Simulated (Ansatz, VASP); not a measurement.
# One calculation of Ca, two programs

```
Ca
1.0
     3.85342   -2.44556    0.00000
     3.85342    2.44556    0.00000
    -2.80286    0.00000    5.34614
Ca
2
Direct
  0.06400 0.06400 0.15300
  0.93600 0.93600 0.84700
```

Alike in both runs: task relaxation of cell and atoms; functional PBE; k mesh 4 × 4 × 4; occupations gaussian, width 0.1 eV; no spin polarisation.

|  | VASP | Ansatz |
| --- | --- | --- |
| version | VASP 6.6.1 | Ansatz 0.2.0 |
| potentials or method | VASP PAW PBE potentials, release 64 (Ca_sv), cutoff 600 eV | scalar-relativistic, plane waves, PAW |
| valence electrons in the cell | 20 | 20 |

Ansatz gave:

| Property | Result |
| --- | --- |
| gap on the k mesh at the Fermi level, each at its own relaxed structure (eV) | none |
| relaxed volume (Å³/atom) | 42.33 |
| relaxed cell length with the largest relative difference (Å) | 7.761 |

**Question.** What did VASP give for the same quantities?

**Answer.** gap on the k mesh at the Fermi level, each at its own relaxed structure (eV): none; relaxed volume (Å³/atom): 42.61; relaxed cell length with the largest relative difference (Å): 6.558.

A gap of «none» marks a metal or a gap that the smearing closes. One of these differences is far larger than is usual between the two programs; its cause wasn't traced.

The k mesh is coarse, so the values compare programs but aren't converged. Noted on VASP's run: the volume moved by over 15 % at a fixed basis, so the end points are rough.
